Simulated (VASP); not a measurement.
## Tl: single point with LDA

Tl:

```
CELL_PARAMETERS angstrom
3.40140 0.00000 0.00000
-1.70070 2.94570 0.00000
0.00000 0.00000 5.44300
ATOMIC_POSITIONS crystal
Tl 0.33333 0.66667 0.25000
Tl 0.66667 0.33333 0.75000
```

```yaml
Program: VASP 6.6.1
Task: single point
Functional: LDA
Potentials_or_basis: VASP PAW LDA potentials, release 64 (Tl_d)
Cutoff: 520 eV
k_mesh: 5 × 5 × 3
Occupations: fermi-dirac, width 0.1 eV
Spin: no spin polarisation
Dipole_correction: no
Further_INCAR_settings: ALGO = Normal; EDIFF = 1e-06; NBANDS = 20
```

The pressure is 0.2 GPa and the band gap on the k mesh is zero (band 13 reaches 8.07 eV, above the bottom of band 14 at 5.97 eV).

Stress tensor (GPa, compression positive):
```
-0.27  0.00  0.00
 0.00 -0.27  0.00
 0.00  0.00  1.09
```

Levels at points of the mesh, in eV from the Fermi level:
```csv
k point,band 9,band 10,band 11,band 12,band 13,band 14,band 15,band 16,band 17,band 18
"(0.00, 0.00, 0.00)",-11.27,-11.27,-10.62,-5.33,-3.28,8.03,8.03,10.23,10.23,10.23
```

Run time: 12 s on 1 thread of Intel(R) Xeon(R) Platinum 8259CL CPU @ 2.50GHz (Skylake/Cascade Lake) (shared host), peak memory 0.15 GiB.

Caveat: the k points lie up to 0.43 Å⁻¹ apart; spin-orbit coupling is left out, which moves the levels of the heavy elements.
